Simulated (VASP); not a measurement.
SiC: single point with PBE

The system is SiC.

```xyz
4
Lattice="3.0754 0.0000 0.0000 -1.5377 2.6633 0.0000 0.0000 0.0000 5.0481" Properties=species:S:1:pos:R:3 pbc="T T T"
Si    0.0000    1.7756   -0.0021
Si    1.5377    0.8878    2.5220
C     0.0000    1.7756    1.8951
C     1.5377    0.8878    4.4192
```

| Item | Value |
| --- | --- |
| Program | VASP 6.6.1 |
| Task | single point |
| Functional | PBE |
| Potentials or basis | VASP PAW PBE potentials, release 64 (Si, C) |
| Cutoff | 520 eV |
| k mesh | 6 × 6 × 4 |
| Occupations | gaussian, width 0.01 eV |
| Spin | no spin polarisation |

```
Pressure               : 3.5 GPa
Largest force          : 0.004 eV/Å
Band gap on the k mesh : 2.27 eV, indirect (least direct gap 3.97 eV)
```

Forces in eV/Å, atoms in the order of the input:
```
Si   0.000  0.000 -0.004
Si   0.000  0.000 -0.004
C    0.000  0.000  0.004
C    0.000  0.000  0.004
```

Stress tensor (GPa, compression positive):
```
3.57 0.00 0.00
0.00 3.57 0.00
0.00 0.00 3.23
```

Levels at points of the mesh, in eV from the valence-band top:
```tsv
k point	band 4	band 5	band 6	band 7	band 8	band 9	band 10	band 11	band 12	band 13
(0.00, 0.00, 0.00)	-1.32	-1.32	-0.11	0.00	0.00	4.81	6.21	6.67	6.67	7.75
(0.50, 0.00, 0.00)	-6.29	-5.43	-3.32	-3.29	-1.20	2.78	4.22	6.88	7.13	10.05
(0.00, 0.00, 0.50)	-4.44	-0.71	-0.71	-0.71	-0.71	5.90	5.90	7.35	7.35	7.35
(0.50, 0.00, 0.50)	-8.27	-2.45	-2.45	-2.33	-2.33	3.28	3.28	5.25	5.25	10.37
```

It took 8.2 s on 1 thread of AMD EPYC 9R45 96-Core Processor (Zen 5) (shared host), peak memory 0.12 GiB.

A k mesh can miss the band edges. Expect the measured gap to be larger: semilocal functionals such as PBE lack the derivative discontinuity.
